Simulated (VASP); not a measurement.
# TaN (Fm-3m) in VASP: notebook, part 2 of 3

VASP 6.6.1. The steps go on from the part before.

## (3) Single point, PBEsol

INCAR

```
SYSTEM = TaN
ALGO = Normal
EDIFF = 1E-6
ENCUT = 520
GGA = PS
ISIF = 2
ISMEAR = 0
LASPH = .TRUE.
LCHARG = .TRUE.
LELF = .TRUE.
LREAL = .FALSE.
LVHAR = .TRUE.
LWAVE = .FALSE.
NBANDS = 15
NELM = 100
PREC = Accurate
SIGMA = 0.2
```

KPOINTS

```
k-points
0
G
  13 13 13
  0 0 0
```

POSCAR

```
TaN
1.0
    0.0000000000      2.1790000000      2.1790000000
    2.1790000000      0.0000000000      2.1790000000
    2.1790000000      2.1790000000      0.0000000000
Ta N
1 1
Direct
    0.5000000000      0.5000000000      0.5000000000
    0.0000000000      0.0000000000      0.0000000000
```

Potentials or basis: VASP PAW PBE potentials, release 64 (Ta_pv, N).

Run with:

```console
cat potpaw_PBE.64/Ta_pv/POTCAR potpaw_PBE.64/N/POTCAR > POTCAR
mpirun -np 1 vasp_std > vasp.out
```

OUTCAR:

```text
SYSTEM = TaN
   EDIFF = 1E-6
   ENCUT = 520
   GGA = PS
   ISIF = 2
   ISMEAR = 0
   LASPH = .TRUE.
   LREAL = .FALSE.
   NELM = 100
   PREC = Accurate

 ion  position               nearest neighbor table
   1  0.500  0.500  0.500-   2 2.18   2 2.18   2 2.18   2 2.18   2 2.18   2 2.18
   2  0.000  0.000  0.000-   1 2.18   1 2.18   1 2.18   1 2.18   1 2.18   1 2.18

  LATTYP: Found a face centered cubic cell.
 ALAT       =     4.3580000000

  Lattice vectors:

 A1 = (   0.0000000000,   2.1790000000,   2.1790000000)
 A2 = (   2.1790000000,   0.0000000000,   2.1790000000)
 A3 = (   2.1790000000,   2.1790000000,   0.0000000000)

Analysis of symmetry for initial positions (statically):
=====================================================================
 Subroutine PRICEL returns:
 Original cell was already a primitive cell.

 Routine SETGRP: Setting up the symmetry group for a
 face centered cubic supercell.

 Subroutine GETGRP returns: Found 48 space group operations
 (whereof 48 operations were pure point group operations)
 out of a pool of 48 trial point group operations.

The static configuration has the point symmetry O_h .

Analysis of symmetry for dynamics (positions and initial velocities):
=====================================================================
 Subroutine PRICEL returns:
 Original cell was already a primitive cell.

 Routine SETGRP: Setting up the symmetry group for a
 face centered cubic supercell.

 Subroutine GETGRP returns: Found 48 space group operations
 (whereof 48 operations were pure point group operations)
 out of a pool of 48 trial point group operations.

The dynamic configuration has the point symmetry O_h .

 Subroutine INISYM returns: Found 48 space group operations
 (whereof 48 operations are pure point group operations),
 and found     1 'primitive' translations

----------------------------------------------------------------------------------------

[... 116 lines left out ...]
   LORBIT       =      0    0 simple, 1 ext, 2 COOP (PROOUT), +10 PAW based schemes
   GGA     = PS    functional components
   LHFCALC =     F    Hartree Fock is set to
   AEXX    =    0.0000 exact exchange contribution
   IVDW    =     0    specifies the selected vdW correction
   LEPSILON=     F    determine dielectric tensor
   LRPA    =     F    only Hartree local field effects (RPA)
 non-spin polarized calculation
 Gauss-broadening in eV      SIGMA  =   0.20
  energy-cutoff  :      520.00
  volume of cell :       20.69
 maximum number of plane-waves:       568
   NGX = 11   NGY = 11   NGZ = 11

 number of electron      16.0000000 magnetization

 Free energy of the ion-electron system (eV)
  ---------------------------------------------------
  ext. energy  EPLUGINS =         0.00000000
  ---------------------------------------------------
  free energy    TOTEN  =       -23.21915385 eV

  energy without entropy =      -23.20722590  energy(sigma->0) =      -23.21318987

 E-fermi :   9.7121     XC(G=0): -13.7398

 val. band max:        9.5901360752   @ k =   0.2308   0.1538   0.0769
 cond. band min:       9.7198965692   @ k =   0.0000   0.0000   0.0000
 fundamental gap:      0.1297604940
 Fermi energy:         9.7120687215

 k-point     1 :       0.0000    0.0000    0.0000
  band No.  band energies     occupation
      1     -25.9648      2.00000
      2     -25.9648      2.00000
      3     -25.9648      2.00000
      4      -9.3452      2.00000
      5       5.8164      2.00000
      6       5.8164      2.00000
      7       5.8164      2.00000
      8       7.4812      2.00000
      9       7.4812      2.00000
     10       7.4812      2.00000
     11       9.7199      0.95586
     12       9.7199      0.95586
     13      11.4700      0.00000
     14      19.0741      0.00000
[... 401 lines left out ...]
      2     -26.1586      2.00000
      3     -26.1102      2.00000
      4      -6.7532      2.00000
      5       0.0993      2.00000
      6       2.2579      2.00000
      7       2.6296      2.00000
      8       8.7612      2.00000
      9      12.0030      0.00000
     10      12.0709      0.00000
     11      14.8696      0.00000
     12      15.4502      0.00000
     13      17.7765      0.00000
     14      20.5597      0.00000
     15      22.1455      0.00000

 [... further k-points ...]
[... 5 lines left out ...]
  --------------------------------------------------------------------------------------
  -------------------------------------------------------------------------------------
  Total        0.7081296      0.7081296      0.7081296      0.0000000      0.0000000      0.0000000
  in kB       54.8304294     54.8304294     54.8304294      0.0000000      0.0000000      0.0000000
  external PRESSURE =      54.8304294 kB  Pullay stress =       0.0000000 kB

 VOLUME and BASIS-vectors are now :
 -----------------------------------------------------------------------------
  energy-cutoff  :      520.00
  volume of cell :       20.69
      direct lattice vectors                 reciprocal lattice vectors
     0.000000000  2.179000000  2.179000000    -0.229463056  0.229463056  0.229463056
     2.179000000  0.000000000  2.179000000     0.229463056 -0.229463056  0.229463056
     2.179000000  2.179000000  0.000000000     0.229463056  0.229463056 -0.229463056

 POSITION                                       TOTAL-FORCE (eV/Angst)
 -----------------------------------------------------------------------------------
      2.17900      2.17900      2.17900        -0.000000     -0.000000     -0.000000
      0.00000      0.00000      0.00000         0.000000      0.000000      0.000000
 -----------------------------------------------------------------------------------
    total drift:                                0.000000     -0.000000     -0.000000

  FREE ENERGIE OF THE ION-ELECTRON SYSTEM (eV)
  ---------------------------------------------------
  free  energy   TOTEN  =       -23.2191538458 eV

  energy  without entropy=      -23.2072258986  energy(sigma->0) =      -23.21318987
```

stdout:

```text
POSCAR found type information on POSCAR TaN
 POSCAR found :  2 types and       2 ions
 scaLAPACK will be used
 -----------------------------------------------------------------------------
|                                                                             |
|                                                                             |
|     You enforced a specific xc type in the INCAR file but a different       |
|     I HOPE YOU KNOW WHAT YOU ARE DOING!                                     |
|                                                                             |
 -----------------------------------------------------------------------------

 LDA part: xc-table for (Slater+PW92), standard interpolation
 POSCAR, INCAR and KPOINTS ok, starting setup
 FFT: planning ... GRIDC
 FFT: planning ... GRID_SOFT
 FFT: planning ... GRID
 WAVECAR not read
 entering main loop
```

Run time: 9.4 s. Hardware: 1 thread of Intel Xeon 6975P-C (Granite Rapids), shared host; peak memory 0.15 GiB.

Results:

```
Free energy            : -23.2192 eV
Pressure               : 5.5 GPa
Band gap on the k mesh : zero (band 8 reaches 11.53 eV, above the bottom of band 9 at 7.48 eV)
```

Levels at points of the mesh, in eV from the Fermi level:
| k point | band 4 | band 5 | band 6 | band 7 | band 8 | band 9 | band 10 | band 11 | band 12 | band 13 |
| --- | --- | --- | --- | --- | --- | --- | --- | --- | --- | --- |
| (0.00, 0.00, 0.00) | -19.06 | -3.90 | -3.90 | -3.90 | -2.23 | -2.23 | -2.23 | 0.01 | 0.01 | 1.76 |

Caveat: the PAW data sets were made with another functional, which shifts forces and pressure a little; spin-orbit coupling is left out, which moves the levels of the heavy elements.

## (4) Single point, PBEsol

INCAR

```
PREC     = Accurate       # precision mode
ENCUT    = 520            # plane-wave cutoff, eV
EDIFF    = 1E-6           # SCF threshold, eV
ISMEAR   = 0              # smearing method
SIGMA    = 0.1            # smearing width, eV
LREAL    = False          # projectors in reciprocal space
LASPH    = True           # aspherical terms in the spheres
NELM     = 100            # most SCF steps
ALGO     = Normal         # electronic algorithm
ISIF     = 2              # what is computed and relaxed
LWAVE    = False          # write WAVECAR
LCHARG   = False          # write CHGCAR
GGA      = PS             # functional
NBANDS   = 15             # bands
```

KPOINTS

```
regular mesh
0
Gamma
  13 13 13
```

POSCAR is that of step 3.

Potentials or basis: VASP PAW PBE potentials, release 64 (Ta_pv, N).

Run with:

```console
cat potpaw_PBE.64/Ta_pv/POTCAR potpaw_PBE.64/N/POTCAR > POTCAR
mpirun -np 1 vasp_std > vasp.out
```

OUTCAR:

```text
PREC = Accurate
   ENCUT = 520
   EDIFF = 1E-6
   ISMEAR = 0
   LREAL = False
   LASPH = True
   NELM = 100
   ISIF = 2
   GGA = PS

 ion  position               nearest neighbor table
   1  0.500  0.500  0.500-   2 2.18   2 2.18   2 2.18   2 2.18   2 2.18   2 2.18
   2  0.000  0.000  0.000-   1 2.18   1 2.18   1 2.18   1 2.18   1 2.18   1 2.18

  LATTYP: Found a face centered cubic cell.
 ALAT       =     4.3580000000

  Lattice vectors:

 A1 = (   0.0000000000,   2.1790000000,   2.1790000000)
 A2 = (   2.1790000000,   0.0000000000,   2.1790000000)
 A3 = (   2.1790000000,   2.1790000000,   0.0000000000)

Analysis of symmetry for initial positions (statically):
=====================================================================
 Subroutine PRICEL returns:
 Original cell was already a primitive cell.

 Routine SETGRP: Setting up the symmetry group for a
 face centered cubic supercell.

 Subroutine GETGRP returns: Found 48 space group operations
 (whereof 48 operations were pure point group operations)
 out of a pool of 48 trial point group operations.

The static configuration has the point symmetry O_h .

Analysis of symmetry for dynamics (positions and initial velocities):
=====================================================================
 Subroutine PRICEL returns:
 Original cell was already a primitive cell.

 Routine SETGRP: Setting up the symmetry group for a
 face centered cubic supercell.

 Subroutine GETGRP returns: Found 48 space group operations
 (whereof 48 operations were pure point group operations)
 out of a pool of 48 trial point group operations.

The dynamic configuration has the point symmetry O_h .

 Subroutine INISYM returns: Found 48 space group operations
 (whereof 48 operations are pure point group operations),
 and found     1 'primitive' translations

----------------------------------------------------------------------------------------

                                     Primitive cell

  volume of cell :      20.6920

[... 113 lines left out ...]
   GGA     = PS    functional components
   LHFCALC =     F    Hartree Fock is set to
   AEXX    =    0.0000 exact exchange contribution
   IVDW    =     0    specifies the selected vdW correction
   LEPSILON=     F    determine dielectric tensor
   LRPA    =     F    only Hartree local field effects (RPA)
 non-spin polarized calculation
 Gauss-broadening in eV      SIGMA  =   0.10
  energy-cutoff  :      520.00
  volume of cell :       20.69
 maximum number of plane-waves:       568
   NGX = 11   NGY = 11   NGZ = 11

 number of electron      16.0000000 magnetization

 Free energy of the ion-electron system (eV)
  ---------------------------------------------------
  ext. energy  EPLUGINS =         0.00000000
  ---------------------------------------------------
  free energy    TOTEN  =       -23.21521836 eV

  energy without entropy =      -23.21297191  energy(sigma->0) =      -23.21409514

 E-fermi :   9.7458     XC(G=0): -13.7399

 val. band max:        9.7198721136   @ k =   0.0000   0.0000   0.0000
 cond. band min:       9.7578697310   @ k =  -0.2308   0.2308   0.0000
 fundamental gap:      0.0379976174
 Fermi energy:         9.7458283628

 k-point     1 :       0.0000    0.0000    0.0000
  band No.  band energies     occupation
      1     -25.9649      2.00000
      2     -25.9649      2.00000
      3     -25.9649      2.00000
      4      -9.3455      2.00000
      5       5.8159      2.00000
      6       5.8159      2.00000
      7       5.8159      2.00000
      8       7.4812      2.00000
      9       7.4812      2.00000
     10       7.4812      2.00000
     11       9.7199      1.28644
     12       9.7199      1.28644
     13      11.4698      0.00000
     14      19.0743      0.00000
[... 401 lines left out ...]
      2     -26.1587      2.00000
      3     -26.1103      2.00000
      4      -6.7536      2.00000
      5       0.0991      2.00000
      6       2.2577      2.00000
      7       2.6294      2.00000
      8       8.7611      2.00000
      9      12.0030      0.00000
     10      12.0708      0.00000
     11      14.8695      0.00000
     12      15.4500      0.00000
     13      17.7763      0.00000
     14      20.5595      0.00000
     15      22.1452      0.00000

 [... further k-points ...]
[... 5 lines left out ...]
  --------------------------------------------------------------------------------------
  -------------------------------------------------------------------------------------
  Total        0.7006556      0.7006556      0.7006556      0.0000000     -0.0000000      0.0000000
  in kB       54.2517184     54.2517184     54.2517184      0.0000000     -0.0000000      0.0000000
  external PRESSURE =      54.2517184 kB  Pullay stress =       0.0000000 kB

 VOLUME and BASIS-vectors are now :
 -----------------------------------------------------------------------------
  energy-cutoff  :      520.00
  volume of cell :       20.69
      direct lattice vectors                 reciprocal lattice vectors
     0.000000000  2.179000000  2.179000000    -0.229463056  0.229463056  0.229463056
     2.179000000  0.000000000  2.179000000     0.229463056 -0.229463056  0.229463056
     2.179000000  2.179000000  0.000000000     0.229463056  0.229463056 -0.229463056

 POSITION                                       TOTAL-FORCE (eV/Angst)
 -----------------------------------------------------------------------------------
      2.17900      2.17900      2.17900         0.000000     -0.000000      0.000000
      0.00000      0.00000      0.00000        -0.000000      0.000000     -0.000000
 -----------------------------------------------------------------------------------
    total drift:                                0.000000     -0.000000     -0.000000

  FREE ENERGIE OF THE ION-ELECTRON SYSTEM (eV)
  ---------------------------------------------------
  free  energy   TOTEN  =       -23.2152183639 eV

  energy  without entropy=      -23.2129719080  energy(sigma->0) =      -23.21409514
```

stdout:

```text
POSCAR found type information on POSCAR TaN
 POSCAR found :  2 types and       2 ions
 scaLAPACK will be used
 -----------------------------------------------------------------------------
|                                                                             |
|                                                                             |
|     You enforced a specific xc type in the INCAR file but a different       |
|     I HOPE YOU KNOW WHAT YOU ARE DOING!                                     |
|                                                                             |
 -----------------------------------------------------------------------------

 LDA part: xc-table for (Slater+PW92), standard interpolation
 POSCAR, INCAR and KPOINTS ok, starting setup
 FFT: planning ... GRIDC
 FFT: planning ... GRID_SOFT
 FFT: planning ... GRID
 WAVECAR not read
 entering main loop
```

Run time: 9.7 s. Hardware: 1 thread of Intel Xeon 6975P-C (Granite Rapids), shared host; peak memory 0.15 GiB.

What came out:

- Free energy: -23.2152 eV
- Pressure: 5.4 GPa
- Band gap on the k mesh: zero (band 8 reaches 11.53 eV, above the bottom of band 9 at 7.48 eV)

Caveat: the PAW data sets were made with another functional, which shifts forces and pressure a little; spin-orbit coupling is left out, which moves the levels of the heavy elements.

## (5) Single point, PBEsol

INCAR

```
ALGO = Normal
EDIFF = 1E-7
ENCUT = 520
GGA = PS
ISIF = 2
ISMEAR = 0
LASPH = T
LCHARG = F
LREAL = F
LWAVE = F
NBANDS = 15
NELM = 60
PREC = Accurate
SIGMA = 0.05
```

KPOINTS

```
k-points
0
Gamma
  13 13 13
```

POSCAR is that of step 4.

Run with:

```console
cat potpaw_PBE.64/Ta_pv/POTCAR potpaw_PBE.64/N/POTCAR > POTCAR
mpirun -np 1 vasp_std > vasp.out
```

Run time: 9.2 s. Hardware: 1 thread of Intel Xeon 6975P-C (Granite Rapids), shared host; peak memory 0.15 GiB.

Results (log left out):

```
Free energy            : -23.2143 eV
Pressure               : 5.4 GPa
Band gap on the k mesh : zero (band 8 reaches 11.53 eV, above the bottom of band 9 at 7.48 eV)
```

Levels at points of the mesh, in eV from the Fermi level:
| k point | band 4 | band 5 | band 6 | band 7 | band 8 | band 9 | band 10 | band 11 | band 12 | band 13 |
| --- | --- | --- | --- | --- | --- | --- | --- | --- | --- | --- |
| (0.00, 0.00, 0.00) | -19.11 | -3.95 | -3.95 | -3.95 | -2.29 | -2.29 | -2.29 | -0.05 | -0.05 | 1.70 |

Caveat: the PAW data sets were made with another functional, which shifts forces and pressure a little; spin-orbit coupling is left out, which moves the levels of the heavy elements.

(Continued in part 3 of 3.)
